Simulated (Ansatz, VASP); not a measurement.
# Two plane-wave programs on Be

```
CELL_PARAMETERS angstrom
2.25751 0.00000 0.00000
1.12875 1.95506 0.00000
0.00000 0.00000 24.87808
ATOMIC_POSITIONS crystal
Be 0.66667 0.66667 0.32157
Be 0.00000 0.00000 0.39294
Be 0.66667 0.66667 0.46431
Be 0.00000 0.00000 0.53569
Be 0.66667 0.66667 0.60706
Be 0.00000 0.00000 0.67843
```

Alike in both runs: task single point; functional PBEsol; k mesh 17 × 17 × 1; no spin polarisation.

|  | VASP | Ansatz |
| --- | --- | --- |
| version | VASP 6.6.1 | Ansatz 0.2.0 |
| potentials or method | VASP PAW PBE potentials, release 64 (Be) | plane-wave PAW, scalar-relativistic |
| plane-wave cutoff (eV) | 520 | 420 |
| occupations | methfessel-paxton of order 1, width 0.1 eV | cold, width 0.1 eV |
| valence electrons in the cell | 12 | 12 |

Ansatz gave:

* rms of the force components (eV/Å): 0.067
* work function, face that differs most (eV): 5.46

**Question.** Which values does VASP return?

**Answer.** rms of the force components (eV/Å): 0.073; work function, face that differs most (eV): 5.47.

VASP's potentials were made for PBE, not for PBEsol, and Ansatz warns of the same on its side. Atom by atom the forces differ by 0.006 eV/Å (rms over components).
